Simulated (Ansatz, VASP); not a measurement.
## One calculation of Te2Mo, two programs

```
Te Mo
1.0
     3.50400    0.00000    0.00000
    -1.75200    3.03455    0.00000
     0.00000    0.00000   33.26988
Te Mo
2 1
Direct
  0.33333 0.66667 0.44917
  0.33333 0.66667 0.55083
  0.66667 0.33333 0.50000
```

Alike in both runs: task single point; functional PBE; dispersion D3(BJ); k mesh 9 × 9 × 1; occupations gaussian, width 0.02 eV; no spin polarisation.

```csv
,VASP,Ansatz
version,VASP 6.6.1,Ansatz 0.2.0
potentials or method,"VASP PAW PBE potentials, release 64 (Te, Mo_sv), cutoff 520 eV","scalar-relativistic, plane waves, PAW"
valence electrons in the cell,26,46
```

Ansatz gave:

- gap on the k mesh at the Fermi level (eV): 1.03
- least direct gap on the mesh (eV): 1.03
- rms of the force components (eV/Å): 0.965

**Question.** Estimate VASP's values.

**Answer.** gap on the k mesh at the Fermi level (eV): 1.02; least direct gap on the mesh (eV): 1.02; rms of the force components (eV/Å): 0.977.

VASP's potentials hold 26 valence electrons a cell and Ansatz's 46, so a difference there can come from the potentials and not from the codes.

Neither program's run includes spin-orbit coupling.
